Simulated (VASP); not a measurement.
# AlN (P6_3/mmc) in VASP: a series of runs

Runs on AlN. Level: PBEsol. Tasks: single point.

Program: VASP 6.6.1. These are calculated values, not measurements. Logs are shortened: lines on timing, memory, paths and dates and some standing lists are left out, and cuts for length are marked.

### 1 The cell of the first run

It takes space group P6_3/mmc (No. 194, hexagonal). Conventional cell: a = 3.242 Å, b = 3.242 Å, c = 4.306 Å, α = 90.00°, β = 90.00°, γ = 120.00°. Within 2.5 Å of Al (site symmetry -6m2) lie 5 N at 1.87 to 2.15 Å. Within 2.5 Å of N (site symmetry -6m2) lie 5 Al at 1.87 to 2.15 Å.

### 2 Single point, PBEsol

The input, INCAR:

```
ALGO = Normal
EDIFF = 1E-7
ENCUT = 520
GGA = PS
ISIF = 2
ISMEAR = 0
LASPH = True
LCHARG = True
LELF = True
LREAL = False
LVHAR = True
LWAVE = False
NBANDS = 16
NELM = 60
PREC = Accurate
SIGMA = 0.05
```

The input, KPOINTS:

```
k-points
0
Gamma
  9 9 6
```

The input, POSCAR:

```
AlN
1.0
    3.2420000000      0.0000000000      0.0000000000
   -1.6210000000      2.8076543591      0.0000000000
    0.0000000000      0.0000000000      4.3056000000
Al N
2 2
Direct
    0.3333333333      0.6666666667      0.7500000000
    0.6666666667      0.3333333333      0.2500000000
    0.3333333333      0.6666666667      0.2500000000
    0.6666666667      0.3333333333      0.7500000000
```

Potentials or basis: VASP PAW PBE potentials, release 64 (Al, N).

Launch:

```
$ cat potpaw_PBE.64/Al/POTCAR potpaw_PBE.64/N/POTCAR > POTCAR
$ mpirun -np 1 vasp_std > vasp.out
```

OUTCAR:

```text
EDIFF = 1E-7
   ENCUT = 520
   GGA = PS
   ISIF = 2
   ISMEAR = 0
   LASPH = True
   LREAL = False
   NELM = 60
   PREC = Accurate

 ion  position               nearest neighbor table
   1  0.333  0.667  0.750-   4 1.87   4 1.87   4 1.87   3 2.15   3 2.15   2 2.85   2 2.85   2 2.85
                             2 2.85   2 2.85   2 2.85
   2  0.667  0.333  0.250-   3 1.87   3 1.87   3 1.87   4 2.15   4 2.15   1 2.85   1 2.85   1 2.85
                             1 2.85   1 2.85   1 2.85
   3  0.333  0.667  0.250-   2 1.87   2 1.87   2 1.87   1 2.15   1 2.15
   4  0.667  0.333  0.750-   1 1.87   1 1.87   1 1.87   2 2.15   2 2.15

  LATTYP: Found a hexagonal cell.
 ALAT       =     3.2420000000
 C/A-ratio  =     1.3280690932

  Lattice vectors:

 A1 = (   3.2420000000,   0.0000000000,   0.0000000000)
 A2 = (  -1.6210000000,   2.8076543591,   0.0000000000)
 A3 = (   0.0000000000,   0.0000000000,   4.3056000000)

Analysis of symmetry for initial positions (statically):
=====================================================================
 Subroutine PRICEL returns:
 Original cell was already a primitive cell.

 Routine SETGRP: Setting up the symmetry group for a
 hexagonal supercell.

 Subroutine GETGRP returns: Found 24 space group operations
 (whereof 12 operations were pure point group operations)
 out of a pool of 24 trial point group operations.

The static configuration has the point symmetry D_3d.
 The point group associated with its full space group is D_6h.

Analysis of symmetry for dynamics (positions and initial velocities):
=====================================================================
 Subroutine PRICEL returns:
 Original cell was already a primitive cell.

 Routine SETGRP: Setting up the symmetry group for a
 hexagonal supercell.

 Subroutine GETGRP returns: Found 24 space group operations
 (whereof 12 operations were pure point group operations)
 out of a pool of 24 trial point group operations.

The dynamic configuration has the point symmetry D_3d.
 The point group associated with its full space group is D_6h.

 Subroutine INISYM returns: Found 24 space group operations
 (whereof 12 operations are pure point group operations),
 and found     1 'primitive' translations

----------------------------------------------------------------------------------------

                                     Primitive cell

  volume of cell :      39.1914

  direct lattice vectors                    reciprocal lattice vectors
     3.242000000  0.000000000  0.000000000     0.308451573  0.178084599  0.000000000
    -1.621000000  2.807654359  0.000000000     0.000000000  0.356169198  0.000000000
     0.000000000  0.000000000  4.305600000     0.000000000  0.000000000  0.232255667

  length of vectors
     3.242000000  3.242000000  4.305600000     0.356169198  0.356169198  0.232255667

  position of ions in fractional coordinates (direct lattice)
     0.333333333  0.666666667  0.750000000
     0.666666667  0.333333333  0.250000000
     0.333333333  0.666666667  0.250000000
     0.666666667  0.333333333  0.750000000

  ion indices of the primitive-cell ions
   primitive index   ion index
                 1           1
                 2           2
                 3           3
                 4           4

----------------------------------------------------------------------------------------

 KPOINTS: k-points

Automatic generation of k-mesh.
 Grid dimensions read from file:
 generate k-points for:    9    9    6

 Generating k-lattice:

  Cartesian coordinates                     Fractional coordinates (reciprocal lattice)
     0.034272397  0.019787178  0.000000000     0.111111111 -0.000000000  0.000000000
     0.000000000  0.039574355  0.000000000     0.000000000  0.111111111  0.000000000
     0.000000000  0.000000000  0.038709278     0.000000000  0.000000000  0.166666667

  Length of vectors
     0.039574355  0.039574355  0.038709278

  Shift w.r.t. Gamma in fractional coordinates (k-lattice)
     0.000000000  0.000000000  0.000000000

 Subroutine IBZKPT returns following result:
 ===========================================

 Found     48 irreducible k-points:

 Following reciprocal coordinates:
            Coordinates               Weight
  0.000000  0.000000  0.000000      1.000000
  0.111111  0.000000  0.000000      6.000000
  0.222222 -0.000000  0.000000      6.000000
  0.333333  0.000000  0.000000      6.000000
  0.444444 -0.000000  0.000000      6.000000
  0.111111  0.111111  0.000000      6.000000
[... 16 lines left out ...]
  0.333333  0.222222  0.166667     24.000000
  0.333333  0.333333  0.166667      4.000000
 [... further k-points ...]
   k-points           NKPTS =     48   k-points in BZ     NKDIM =     48   number of bands    NBANDS=     16
   number of dos      NEDOS =    301   number of ions     NIONS =      4
   total plane-waves  NPLWV =  18432
   dimension x,y,z NGX =    24 NGY =   24 NGZ =   32
   dimension x,y,z NGXF=    48 NGYF=   48 NGZF=   64
   ions per type =               2   2
   NGX,Y,Z   is equivalent  to a cutoff of  12.31, 12.31, 12.36 a.u.
   NGXF,Y,Z  is equivalent  to a cutoff of  24.61, 24.61, 24.71 a.u.
 SYSTEM =  unknown system
   PREC   = accura    normal or accurate (medium, high low for compatibility)
   ISTART =      0    job   : 0-new  1-cont  2-samecut
   ICHARG =      2    charge: 1-file 2-atom 10-const
   ISPIN  =      1    spin polarized calculation?
   LNONCOLLINEAR =      F non collinear calculations
   LSORBIT =      F    spin-orbit coupling
   LASPH  =      T    aspherical Exc in radial PAW
   ENCUT  =  520.0 eV  38.22 Ry    6.18 a.u.   6.03  6.03  8.01*2*pi/ulx,y,z
   NELM   =     60;   NELMIN=  2; NELMDL= -5     # of ELM steps
   EDIFF  = 0.1E-06   stopping-criterion for ELM
   LREAL  =      F    real-space projection
   EDIFFG = 0.1E-05   stopping-criterion for IOM
   NSW    =      0    number of steps for IOM
   IBRION =     -1    ionic relax: 0-MD 1-quasi-New 2-CG
   NFREE  =      0    steps in history (QN), initial steepest desc. (CG)
   ISIF   =      2    stress and relaxation
   ISYM   =      2    0-nonsym 1-usesym 2-fastsym
   POTIM  = 0.5000    time-step for ionic-motion
   TEBEG  =    0.0;   TEEND  =   0.0 temperature during run
   PSTRESS=    0.0 pullay stress
   NELECT =      16.0000    total number of electrons
   NUPDOWN=      -1.0000    fix difference up-down
   EMIN   =  10.00;   EMAX   =-10.00  energy-range for DOS
   EFERMI =   0.00;   METHOD = LEGACY
   ISMEAR =     0;   SIGMA  =   0.05  broadening in eV -4-tet -1-fermi 0-gaus
   EFERMI_NEDOS =   21; number of points for ismear=-14 and -15
   IALGO  =     38    algorithm
   IMIX   =      4    mixing-type and parameters
     AMIX     =   0.40;   BMIX     =  1.00
     AMIX_MAG =   1.60;   BMIX_MAG =  1.00
  volume/ion in A,a.u.               =       9.80        66.12
  Fermi-wavevector in a.u.,A,eV,Ry     =   1.214464  2.295005 20.067549  1.474923
  Thomas-Fermi vector in A             =   2.349883
   LORBIT       =      0    0 simple, 1 ext, 2 COOP (PROOUT), +10 PAW based schemes
   GGA     = PS    functional components
   LHFCALC =     F    Hartree Fock is set to
   AEXX    =    0.0000 exact exchange contribution
   IVDW    =     0    specifies the selected vdW correction
   LEPSILON=     F    determine dielectric tensor
   LRPA    =     F    only Hartree local field effects (RPA)
 non-spin polarized calculation
 Gauss-broadening in eV      SIGMA  =   0.05
  energy-cutoff  :      520.00
  volume of cell :       39.19
 maximum number of plane-waves:      1080
   NGX = 13   NGY = 13   NGZ = 17

 number of electron      16.0000003 magnetization

 Free energy of the ion-electron system (eV)
  ---------------------------------------------------
  ext. energy  EPLUGINS =         0.00000000
  ---------------------------------------------------
  free energy    TOTEN  =       -30.89365786 eV

  energy without entropy =      -30.89365786  energy(sigma->0) =      -30.89365786

 E-fermi :   8.4194     XC(G=0): -11.4229

 val. band max:        8.1962546809   @ k =   0.0000   0.0000   0.0000
 cond. band min:      11.3841712453   @ k =   0.0000   0.0000   0.0000
 fundamental gap:      3.1879165645
 Fermi energy:         8.4193815998

 k-point     1 :       0.0000    0.0000    0.0000
  band No.  band energies     occupation
      1      -8.8302      2.00000
      2      -5.3615      2.00000
      3       0.9339      2.00000
      4       4.8599      2.00000
      5       4.8599      2.00000
      6       6.2961      2.00000
[... 8 lines left out ...]
     15      19.4936      0.00000
     16      20.1984      0.00000

 k-point     2 :       0.1111    0.0000    0.0000
  band No.  band energies     occupation
      1      -8.6809      2.00000
      2      -5.3335      2.00000
      3       1.0971      2.00000
      4       4.3053      2.00000
      5       4.6585      2.00000
      6       5.7775      2.00000
[... 8 lines left out ...]
     15      19.5517      0.00000
     16      19.6996      0.00000

 k-point     3 :       0.2222   -0.0000    0.0000
  band No.  band energies     occupation
      1      -8.2530      2.00000
      2      -5.2992      2.00000
      3       1.5737      2.00000
      4       3.1083      2.00000
      5       4.2482      2.00000
      6       4.8041      2.00000
[... 8 lines left out ...]
     15      18.5101      0.00000
     16      20.1032      0.00000

 k-point     4 :       0.3333    0.0000    0.0000
  band No.  band energies     occupation
      1      -7.6197      2.00000
      2      -5.3906      2.00000
      3       1.9986      2.00000
      4       2.3099      2.00000
      5       3.8754      2.00000
      6       3.9243      2.00000
[... 8 lines left out ...]
     15      19.8188      0.00000
     16      20.3884      0.00000

 k-point     5 :       0.4444   -0.0000    0.0000
  band No.  band energies     occupation
      1      -6.9869      2.00000
      2      -5.6702      2.00000
      3       1.3898      2.00000
      4       3.1008      2.00000
      5       3.3973      2.00000
      6       3.6644      2.00000
[... 8 lines left out ...]
     15      20.6243      0.00000
     16      21.3331      0.00000

 k-point     6 :       0.1111    0.1111    0.0000
  band No.  band energies     occupation
      1      -8.3920      2.00000
      2      -5.3018      2.00000
      3       1.4174      2.00000
      4       3.6729      2.00000
      5       3.9455      2.00000
      6       5.3525      2.00000
[... 8 lines left out ...]
     15      18.9537      0.00000
     16      20.0839      0.00000
[... 267 lines left out ...]
 k-point    21 :       0.4444    0.1111    0.1667
  band No.  band energies     occupation
      1      -6.6814      2.00000
      2      -5.8018      2.00000
      3       1.0273      2.00000
      4       2.5474      2.00000
      5       3.1379      2.00000
      6       4.3663      2.00000
[... 8 lines left out ...]
     15      19.9752      0.00000
     16      21.4438      0.00000

 k-point    22 :       0.2222    0.2222    0.1667
  band No.  band energies     occupation
      1      -7.1549      2.00000
      2      -5.5866      2.00000
      3       1.7266      2.00000
      4       2.0384      2.00000
      5       3.7412      2.00000
      6       4.0847      2.00000
[... 8 lines left out ...]
     15      19.7331      0.00000
     16      21.2420      0.00000

 k-point    23 :       0.3333    0.2222    0.1667
  band No.  band energies     occupation
      1      -6.5834      2.00000
      2      -5.8089      2.00000
      3       1.3642      2.00000
      4       2.1905      2.00000
      5       2.9208      2.00000
      6       4.6506      2.00000
[... 8 lines left out ...]
     15      19.5521      0.00000
     16      21.3408      0.00000

 k-point    24 :       0.3333    0.3333    0.1667
  band No.  band energies     occupation
      1      -6.1313      2.00000
      2      -6.1313      2.00000
      3       1.3966      2.00000
      4       2.3925      2.00000
      5       2.3925      2.00000
      6       4.6247      2.00000
[... 8 lines left out ...]
     15      19.2167      0.00000
     16      21.1076      0.00000

 [... further k-points ...]

------------------------ aborting loop because EDIFF is reached ----------------------------------------

  FORCE on cell =-STRESS in cart. coord.  units (eV):
  Direction    XX          YY          ZZ          XY          YZ          ZX
  --------------------------------------------------------------------------------------
  -------------------------------------------------------------------------------------
  Total        1.3736372      1.3736372     -1.3409447      0.0000000      0.0000000      0.0000000
  in kB       56.1554981     56.1554981    -54.8190010      0.0000000      0.0000000      0.0000000
  external PRESSURE =      19.1639984 kB  Pullay stress =       0.0000000 kB

 VOLUME and BASIS-vectors are now :
 -----------------------------------------------------------------------------
  energy-cutoff  :      520.00
  volume of cell :       39.19
      direct lattice vectors                 reciprocal lattice vectors
     3.242000000  0.000000000  0.000000000     0.308451573  0.178084599  0.000000000
    -1.621000000  2.807654359  0.000000000     0.000000000  0.356169198  0.000000000
     0.000000000  0.000000000  4.305600000     0.000000000  0.000000000  0.232255667

 POSITION                                       TOTAL-FORCE (eV/Angst)
 -----------------------------------------------------------------------------------
     -0.00000      1.87177      3.22920         0.000000     -0.000000      0.000000
      1.62100      0.93588      1.07640         0.000000      0.000000      0.000000
     -0.00000      1.87177      1.07640        -0.000000      0.000000      0.000000
      1.62100      0.93588      3.22920        -0.000000     -0.000000      0.000000
 -----------------------------------------------------------------------------------
    total drift:                               -0.000000      0.000000     -0.000000

  FREE ENERGIE OF THE ION-ELECTRON SYSTEM (eV)
  ---------------------------------------------------
  free  energy   TOTEN  =       -30.8936578614 eV

  energy  without entropy=      -30.8936578614  energy(sigma->0) =      -30.89365786
```

Wall time 37 s (1 thread of Intel Xeon Platinum 8259CL at 2.50GHz (Skylake/Cascade Lake), shared host); peak memory 0.15 GiB.

What came out:

- Free energy: -30.8937 eV
- Pressure: 1.9 GPa
- Band gap on the k mesh: 3.19 eV, direct

Caveat: the PAW data sets were made with another functional, which shifts forces and pressure a little.

### 3 Single point, PBEsol

This run uses another cell than the first one, of 9.73 Å³/atom, 0.993 times its volume.

The input, INCAR:

```
PREC = Accurate
ENCUT = 520
EDIFF = 1E-6
ISMEAR = 0
SIGMA = 0.05
LREAL = F
LASPH = T
NELM = 60
ALGO = Normal
ISIF = 2
LWAVE = F
LCHARG = F
GGA = PS
NBANDS = 16
```

The input, KPOINTS:

```
Automatic mesh
0
Gamma
  9 9 6
```

The input, POSCAR:

```
AlN
1.0
    3.3807000000      0.0000000000      0.0000000000
   -1.6903500000      2.9277720826      0.0000000000
    0.0000000000      0.0000000000      3.9330000000
Al N
2 2
Direct
    0.3333333333      0.6666666667      0.7500000000
    0.6666666667      0.3333333333      0.2500000000
    0.3333333333      0.6666666667      0.2500000000
    0.6666666667      0.3333333333      0.7500000000
```

Potentials or basis: VASP PAW PBE potentials, release 64 (Al, N).

Launch:

```
$ cat potpaw_PBE.64/Al/POTCAR potpaw_PBE.64/N/POTCAR > POTCAR
$ mpirun -np 1 vasp_std > vasp.out
```

Run time: 41 s. Hardware: 1 thread of Intel Xeon Platinum 8259CL at 2.50GHz (Skylake/Cascade Lake), shared host; peak memory 0.16 GiB.

The run converged. Its results:

- Free energy: -30.8436 eV
- Pressure: 1.3 GPa
- Band gap on the k mesh: 3.57 eV, direct

Stress tensor (GPa, compression positive):
```
-4.55  0.00  0.00
 0.00 -4.55  0.00
 0.00  0.00 13.01
```

Levels at points of the mesh, in eV from the valence-band top:
```
           k point  band 4  band 5  band 6  band 7  band 8  band 9  band 10  band 11  band 12  band 13
(0.00, 0.00, 0.00)   -3.25   -3.25   -1.12   -1.12    0.00    3.57     4.67     8.23     8.23    11.82
(0.00, 0.00, 0.50)   -3.52   -2.23   -2.23   -2.23   -2.23    6.00     6.00     8.25     8.25     8.25
```

Caveat: the PAW data sets were made with another functional, which shifts forces and pressure a little. PBEsol gaps usually lie below the measured ones, often by a third to a half.

(Continued in part 2 of 2.)
